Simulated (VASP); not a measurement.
# LaSiO (P4/nmm) in VASP: further runs

The runs below take LaSiO through single point, relaxation of cell and atoms, with PBE.

All numbers are computed with VASP 6.6.1; they aren't measurements. Logs are shortened: lines on timing, memory, paths and dates and some standing lists are left out, and cuts for length are marked.

### 1 The cell of the first run

The structure is tetragonal, space group P4/nmm (No. 129). The conventional cell has a = 3.811 Å, b = 3.811 Å, c = 6.391 Å, α = 90.00°, β = 90.00°, γ = 90.00°. La (site symmetry 4mm) has 4 O at 2.21 Å and 5 Si at 2.90 to 2.98 Å within 3.0 Å. Within 3.9 Å of Si (site symmetry 4mm) lie 6 La at 2.90 to 3.49 Å and 4 O at 3.05 Å and 8 Si at 3.15 to 3.81 Å. O (site symmetry -4m2) has 4 La at 2.21 Å and 4 O at 2.70 Å within 2.9 Å.

The cell was generated, and may not be a known phase.

### 2 Single point, PBE

The input, INCAR:

```
SYSTEM = LaSiO
ALGO = Normal ; EDIFF = 1E-6
ENCUT = 520 ; GGA = PE
ISIF = 2 ; ISMEAR = 0
LASPH = .TRUE. ; LCHARG = .FALSE.
LREAL = .FALSE. ; LWAVE = .FALSE.
NBANDS = 30 ; NELM = 80
PREC = Accurate ; SIGMA = 0.1
```

The input, KPOINTS:

```
k-points
0
G
  4 4 4
  0 0 0
```

The input, POSCAR:

```
LaSiO
1.0
    3.8113420800      0.0000000000      0.0000000000
    0.0000000000      3.8113420800      0.0000000000
    0.0000000000      0.0000000000      6.3905744300
La Si O
2 2 2
Direct
    0.0000000000      0.5000000000      0.8259321500
    0.5000000000      0.0000000000      0.1740678500
    0.5000000000      0.0000000000      0.6278773500
    0.0000000000      0.5000000000      0.3721226500
    0.0000000000      0.0000000000      0.0000000000
    0.5000000000      0.5000000000      0.0000000000
```

Potentials or basis: VASP PAW PBE potentials, release 64 (La, Si, O).

The run is started by

```sh
> cat potpaw_PBE.64/La/POTCAR potpaw_PBE.64/Si/POTCAR potpaw_PBE.64/O/POTCAR > POTCAR
> mpirun -np 1 vasp_std > vasp.out
```

OUTCAR:

```text
SYSTEM = LaSiO
   EDIFF = 1E-6
   ENCUT = 520
   GGA = PE
   ISIF = 2
   ISMEAR = 0
   LASPH = .TRUE.
   LREAL = .FALSE.
   NELM = 80
   PREC = Accurate

 ion  position               nearest neighbor table
   1  0.000  0.500  0.826-   5 2.21   6 2.21   5 2.21   6 2.21   4 2.90   3 2.98   3 2.98   3 2.98
                             3 2.98   2 3.49   2 3.49   2 3.49   2 3.49
   2  0.500  0.000  0.174-   5 2.21   6 2.21   6 2.21   5 2.21   3 2.90   4 2.98   4 2.98   4 2.98
                             4 2.98   1 3.49   1 3.49   1 3.49   1 3.49
   3  0.500  0.000  0.628-   2 2.90   1 2.98   1 2.98   1 2.98   1 2.98
   4  0.000  0.500  0.372-   1 2.90   2 2.98   2 2.98   2 2.98   2 2.98
   5  0.000  0.000  0.000-   1 2.21   2 2.21   1 2.21   2 2.21
   6  0.500  0.500  0.000-   1 2.21   2 2.21   2 2.21   1 2.21

  LATTYP: Found a simple tetragonal cell.
 ALAT       =     3.8113420800
 C/A-ratio  =     1.6767254935

  Lattice vectors:

 A1 = (   3.8113420800,   0.0000000000,   0.0000000000)
 A2 = (   0.0000000000,   3.8113420800,   0.0000000000)
 A3 = (   0.0000000000,   0.0000000000,   6.3905744300)

Analysis of symmetry for initial positions (statically):
=====================================================================
 Subroutine PRICEL returns:
 Original cell was already a primitive cell.

 Routine SETGRP: Setting up the symmetry group for a
 simple tetragonal supercell.

 Subroutine GETGRP returns: Found 16 space group operations
 (whereof  8 operations were pure point group operations)
 out of a pool of 16 trial point group operations.

The static configuration has the point symmetry D_2d.
 The point group associated with its full space group is D_4h.

Analysis of symmetry for dynamics (positions and initial velocities):
=====================================================================
 Subroutine PRICEL returns:
 Original cell was already a primitive cell.

 Routine SETGRP: Setting up the symmetry group for a
 simple tetragonal supercell.

 Subroutine GETGRP returns: Found 16 space group operations
 (whereof  8 operations were pure point group operations)
 out of a pool of 16 trial point group operations.

The dynamic configuration has the point symmetry D_2d.
 The point group associated with its full space group is D_4h.

 Subroutine INISYM returns: Found 16 space group operations
 (whereof  8 operations are pure point group operations),
 and found     1 'primitive' translations

----------------------------------------------------------------------------------------

                                     Primitive cell

  volume of cell :      92.8316

  direct lattice vectors                    reciprocal lattice vectors
     3.811342080  0.000000000  0.000000000     0.262374770  0.000000000  0.000000000
     0.000000000  3.811342080  0.000000000     0.000000000  0.262374770  0.000000000
     0.000000000  0.000000000  6.390574430     0.000000000  0.000000000  0.156480456

  length of vectors
     3.811342080  3.811342080  6.390574430     0.262374770  0.262374770  0.156480456

  position of ions in fractional coordinates (direct lattice)
     0.000000000  0.500000000  0.825932150
     0.500000000  0.000000000  0.174067850
     0.500000000  0.000000000  0.627877350
     0.000000000  0.500000000  0.372122650
     0.000000000  0.000000000  0.000000000
     0.500000000  0.500000000  0.000000000

  ion indices of the primitive-cell ions
   primitive index   ion index
                 1           1
                 2           2
                 3           3
                 4           4
                 5           5
                 6           6

----------------------------------------------------------------------------------------

 KPOINTS: k-points

Automatic generation of k-mesh.
 Grid dimensions read from file:
 generate k-points for:    4    4    4

 Generating k-lattice:

  Cartesian coordinates                     Fractional coordinates (reciprocal lattice)
     0.065593692  0.000000000  0.000000000     0.250000000  0.000000000  0.000000000
     0.000000000  0.065593692  0.000000000     0.000000000  0.250000000  0.000000000
     0.000000000  0.000000000  0.039120114     0.000000000  0.000000000  0.250000000

  Length of vectors
     0.065593692  0.065593692  0.039120114

  Shift w.r.t. Gamma in fractional coordinates (k-lattice)
     0.000000000  0.000000000  0.000000000

 Subroutine IBZKPT returns following result:
 ===========================================

 Found     18 irreducible k-points:

 Following reciprocal coordinates:
            Coordinates               Weight
  0.000000  0.000000  0.000000      1.000000
  0.250000  0.000000  0.000000      4.000000
  0.500000  0.000000  0.000000      2.000000
  0.250000  0.250000  0.000000      4.000000
  0.500000  0.250000  0.000000      4.000000
  0.500000  0.500000  0.000000      1.000000
[... 10 lines left out ...]
  0.500000  0.250000  0.500000      4.000000
  0.500000  0.500000  0.500000      1.000000
   k-points           NKPTS =     18   k-points in BZ     NKDIM =     18   number of bands    NBANDS=     30
   number of dos      NEDOS =    301   number of ions     NIONS =      6
   total plane-waves  NPLWV =  37632
   dimension x,y,z NGX =    28 NGY =   28 NGZ =   48
   dimension x,y,z NGXF=    56 NGYF=   56 NGZF=   96
   ions per type =               2   2   2
   NGX,Y,Z   is equivalent  to a cutoff of  12.21, 12.21, 12.49 a.u.
   NGXF,Y,Z  is equivalent  to a cutoff of  24.43, 24.43, 24.97 a.u.
 SYSTEM =  LaSiO
   PREC   = accura    normal or accurate (medium, high low for compatibility)
   ISTART =      0    job   : 0-new  1-cont  2-samecut
   ICHARG =      2    charge: 1-file 2-atom 10-const
   ISPIN  =      1    spin polarized calculation?
   LNONCOLLINEAR =      F non collinear calculations
   LSORBIT =      F    spin-orbit coupling
   LASPH  =      T    aspherical Exc in radial PAW
   ENCUT  =  520.0 eV  38.22 Ry    6.18 a.u.   7.09  7.09 11.88*2*pi/ulx,y,z
   NELM   =     80;   NELMIN=  2; NELMDL= -5     # of ELM steps
   EDIFF  = 0.1E-05   stopping-criterion for ELM
   LREAL  =      F    real-space projection
[... 7 lines left out ...]
   TEBEG  =    0.0;   TEEND  =   0.0 temperature during run
   PSTRESS=    0.0 pullay stress
   NELECT =      42.0000    total number of electrons
   NUPDOWN=      -1.0000    fix difference up-down
   EMIN   =  10.00;   EMAX   =-10.00  energy-range for DOS
   EFERMI =   0.00;   METHOD = LEGACY
   ISMEAR =     0;   SIGMA  =   0.10  broadening in eV -4-tet -1-fermi 0-gaus
   EFERMI_NEDOS =   21; number of points for ismear=-14 and -15
   IALGO  =     38    algorithm
   IMIX   =      4    mixing-type and parameters
     AMIX     =   0.40;   BMIX     =  1.00
     AMIX_MAG =   1.60;   BMIX_MAG =  1.00
  volume/ion in A,a.u.               =      15.47       104.41
  Fermi-wavevector in a.u.,A,eV,Ry     =   1.256780  2.374970 21.490355  1.579497
  Thomas-Fermi vector in A             =   2.390471
   LORBIT       =      0    0 simple, 1 ext, 2 COOP (PROOUT), +10 PAW based schemes
   GGA     = PE    functional components
   LHFCALC =     F    Hartree Fock is set to
   AEXX    =    0.0000 exact exchange contribution
   IVDW    =     0    specifies the selected vdW correction
   LEPSILON=     F    determine dielectric tensor
   LRPA    =     F    only Hartree local field effects (RPA)
 non-spin polarized calculation
 Gauss-broadening in eV      SIGMA  =   0.10
  energy-cutoff  :      520.00
  volume of cell :       92.83
 maximum number of plane-waves:      2548
   NGX = 15   NGY = 15   NGZ = 23

 number of electron      41.9999995 magnetization

 Free energy of the ion-electron system (eV)
  ---------------------------------------------------
  ext. energy  EPLUGINS =         0.00000000
  ---------------------------------------------------
  free energy    TOTEN  =       -36.66199603 eV

  energy without entropy =      -36.64518660  energy(sigma->0) =      -36.65359131

 E-fermi :   9.9837     XC(G=0): -11.2719

 val. band max:        9.9676555332   @ k =   0.0000   0.0000   0.5000
 cond. band min:      10.0493934742   @ k =   0.2500   0.2500   0.0000
 fundamental gap:      0.0817379410
 Fermi energy:         9.9837394407

 k-point     1 :       0.0000    0.0000    0.0000
  band No.  band energies     occupation
      1     -21.5363      2.00000
      2     -20.8656      2.00000
      3     -10.2019      2.00000
      4      -9.1533      2.00000
      5      -5.8870      2.00000
      6      -5.8870      2.00000
[... 22 lines left out ...]
     29      14.0705      0.00000
     30      14.0744      0.00000

 k-point     2 :       0.2500    0.0000    0.0000
  band No.  band energies     occupation
      1     -21.3771      2.00000
      2     -20.8913      2.00000
      3     -10.4371      2.00000
      4      -9.9924      2.00000
      5      -5.6773      2.00000
      6      -5.3205      2.00000
[... 22 lines left out ...]
     29      13.8770      0.00000
     30      14.2430      0.00000

 k-point     3 :       0.5000    0.0000    0.0000
  band No.  band energies     occupation
      1     -21.0657      2.00000
      2     -21.0657      2.00000
      3     -10.6586      2.00000
      4     -10.6586      2.00000
      5      -5.2153      2.00000
      6      -5.2153      2.00000
[... 22 lines left out ...]
     29      14.2353      0.00000
     30      14.2477      0.00000

 k-point     4 :       0.2500    0.2500    0.0000
  band No.  band energies     occupation
      1     -21.2399      2.00000
      2     -20.8876      2.00000
      3     -10.6973      2.00000
      4     -10.4832      2.00000
      5      -6.1695      2.00000
      6      -5.5072      2.00000
[... 22 lines left out ...]
     29      14.0966      0.00000
     30      14.1581      0.00000

 k-point     5 :       0.5000    0.2500    0.0000
  band No.  band energies     occupation
      1     -20.9910      2.00000
      2     -20.9910      2.00000
      3     -10.9607      2.00000
      4     -10.9607      2.00000
      5      -5.7662      2.00000
      6      -5.7662      2.00000
[... 22 lines left out ...]
     29      14.2575      0.00000
     30      14.2838      0.00000
[... 328 lines left out ...]
     29      14.2755      0.00000
     30      14.2784      0.00000

 k-point    16 :       0.2500    0.2500    0.5000
  band No.  band energies     occupation
      1     -21.2357      2.00000
      2     -20.8918      2.00000
      3     -10.7012      2.00000
      4     -10.4808      2.00000
      5      -6.2997      2.00000
      6      -5.3132      2.00000
[... 22 lines left out ...]
     29      13.9697      0.00000
     30      14.2545      0.00000

 k-point    17 :       0.5000    0.2500    0.5000
  band No.  band energies     occupation
      1     -20.9907      2.00000
      2     -20.9907      2.00000
      3     -10.9640      2.00000
      4     -10.9640      2.00000
      5      -5.8319      2.00000
      6      -5.8319      2.00000
[... 22 lines left out ...]
     29      14.1117      0.00000
     30      14.1118      0.00000

 k-point    18 :       0.5000    0.5000    0.5000
  band No.  band energies     occupation
      1     -20.9132      2.00000
      2     -20.9132      2.00000
      3     -11.2751      2.00000
      4     -11.2751      2.00000
      5      -5.6255      2.00000
      6      -5.6255      2.00000
[... 22 lines left out ...]
     29      14.1489      0.00000
     30      14.1490      0.00000

------------------------ aborting loop because EDIFF is reached ----------------------------------------

  FORCE on cell =-STRESS in cart. coord.  units (eV):
  Direction    XX          YY          ZZ          XY          YZ          ZX
  --------------------------------------------------------------------------------------
  -------------------------------------------------------------------------------------
  Total       23.4616940     23.4616940     22.6678691      0.0000000      0.0000000      0.0000000
  in kB      404.9246285    404.9246285    391.2240291      0.0000000      0.0000000      0.0000000
  external PRESSURE =     400.3577620 kB  Pullay stress =       0.0000000 kB

 VOLUME and BASIS-vectors are now :
 -----------------------------------------------------------------------------
  energy-cutoff  :      520.00
  volume of cell :       92.83
      direct lattice vectors                 reciprocal lattice vectors
     3.811342080  0.000000000  0.000000000     0.262374770  0.000000000  0.000000000
     0.000000000  3.811342080  0.000000000     0.000000000  0.262374770  0.000000000
     0.000000000  0.000000000  6.390574430     0.000000000  0.000000000  0.156480456

 POSITION                                       TOTAL-FORCE (eV/Angst)
 -----------------------------------------------------------------------------------
      0.00000      1.90567      5.27818        -0.000000     -0.000000     -1.716137
      1.90567      0.00000      1.11239        -0.000000      0.000000      1.716137
      1.90567      0.00000      4.01250        -0.000000      0.000000     -2.689244
      0.00000      1.90567      2.37808        -0.000000     -0.000000      2.689244
      0.00000      0.00000      0.00000        -0.000000     -0.000000      0.000000
      1.90567      1.90567      0.00000         0.000000      0.000000      0.000000
 -----------------------------------------------------------------------------------
    total drift:                                0.000000      0.000000      0.000000

  FREE ENERGIE OF THE ION-ELECTRON SYSTEM (eV)
  ---------------------------------------------------
  free  energy   TOTEN  =       -36.6619960268 eV

  energy  without entropy=      -36.6451866011  energy(sigma->0) =      -36.65359131
```

Run time: 33 s. Hardware: 1 thread of Intel Xeon 6975P-C (Granite Rapids), shared host; peak memory 0.22 GiB.

Results:

```yaml
Free_energy: -36.6620 eV
Pressure: 40.0 GPa
Largest_force: 2.689 eV/Å
Band_gap_on_the_k_mesh: zero (bands 21 and 22 overlap by 0.59 eV)
```

Forces on the atoms (eV/Å):
```
La   0.000  0.000 -1.716
La   0.000  0.000  1.716
Si   0.000  0.000 -2.689
Si   0.000  0.000  2.689
O    0.000  0.000  0.000
O    0.000  0.000  0.000
```

Stress tensor (GPa, compression positive):
```
40.49  0.00  0.00
 0.00 40.49  0.00
 0.00  0.00 39.12
```

Caveat: the k points lie up to 0.41 Å⁻¹ apart, too coarse for converged energies and pressures of a metal; spin-orbit coupling is left out, which moves the levels of the heavy elements; forces of over 1 eV/Å act on the atoms, so gaps and moduli don't describe the material at rest.

### 3 Single point, PBE

This run uses another cell than the first one, of 20.90 Å³/atom.

The input, INCAR:

```
ALGO = Normal
EDIFF = 1E-6
ENCUT = 520
GGA = PE
ISIF = 2
ISMEAR = 0
LASPH = True
LCHARG = False
LREAL = False
LWAVE = False
NBANDS = 30
NELM = 80
PREC = Accurate
SIGMA = 0.1
```

The input, KPOINTS:

```
k-points
0
Gamma
  4 4 4
```

The input, POSCAR:

```
LaSiO
1.0
    3.9034356947      0.0000000000      0.0000000000
    0.0000000000      3.9034356947      0.0000000000
    0.0000000000      0.0000000000      8.2286704584
La Si O
2 2 2
Direct
    0.0000000000      0.5000000000      0.8431322185
    0.5000000000      0.0000000000      0.1568677815
    0.5000000000      0.0000000000      0.5458191593
    0.0000000000      0.5000000000      0.4541808407
    0.0000000000      0.0000000000      0.0000000000
    0.5000000000      0.5000000000      0.0000000000
```

Potentials or basis: VASP PAW PBE potentials, release 64 (La, Si, O).

The run is started by

```sh
> cat potpaw_PBE.64/La/POTCAR potpaw_PBE.64/Si/POTCAR potpaw_PBE.64/O/POTCAR > POTCAR
> mpirun -np 1 vasp_std > vasp.out
```

It took 50 s on 1 thread of Intel Xeon 6975P-C (Granite Rapids), shared host; peak memory 0.27 GiB.

It converged, with:

```yaml
Free_energy: -41.8855 eV
Pressure: -0.1 GPa
Largest_force: 0.033 eV/Å
Band_gap_on_the_k_mesh: zero (bands 21 and 22 overlap by 1.94 eV)
```

Forces on the atoms (eV/Å):
```
La   0.000  0.000  0.033
La   0.000  0.000 -0.033
Si   0.000  0.000  0.019
Si   0.000  0.000 -0.019
O    0.000  0.000  0.000
O    0.000  0.000  0.000
```

Stress tensor (GPa, compression positive):
```
-0.17  0.00  0.00
 0.00 -0.17  0.00
 0.00  0.00 -0.06
```

Levels at points of the mesh, in eV from the Fermi level:
| k point | band 17 | band 18 | band 19 | band 20 | band 21 | band 22 | band 23 | band 24 | band 25 | band 26 |
| --- | --- | --- | --- | --- | --- | --- | --- | --- | --- | --- |
| (0.00, 0.00, 0.00) | -2.88 | -2.88 | -0.83 | -0.59 | -0.59 | -0.11 | 1.83 | 2.63 | 2.91 | 2.96 |
| (0.50, 0.00, 0.00) | -3.15 | -3.15 | -1.10 | -1.10 | 1.27 | 1.27 | 1.91 | 1.91 | 2.59 | 2.59 |
| (0.50, 0.50, 0.00) | -2.98 | -2.98 | -2.94 | -2.94 | -0.42 | -0.42 | 1.51 | 1.51 | 2.82 | 2.82 |
| (0.00, 0.00, 0.50) | -2.90 | -2.90 | -0.82 | -0.59 | -0.59 | 0.66 | 2.20 | 2.28 | 2.37 | 2.97 |
| (0.50, 0.00, 0.50) | -3.20 | -3.20 | -1.16 | -1.16 | 1.35 | 1.35 | 1.83 | 1.83 | 2.72 | 2.72 |
| (0.50, 0.50, 0.50) | -2.94 | -2.94 | -2.80 | -2.80 | -0.11 | -0.11 | 1.39 | 1.39 | 2.81 | 2.81 |

Caveat: the k points lie up to 0.40 Å⁻¹ apart, too coarse for converged energies and pressures of a metal; spin-orbit coupling is left out, which moves the levels of the heavy elements.

(Continued in part 2 of 2.)

The gap in the log of VASP goes by the Fermi energy; the results here count the filled bands.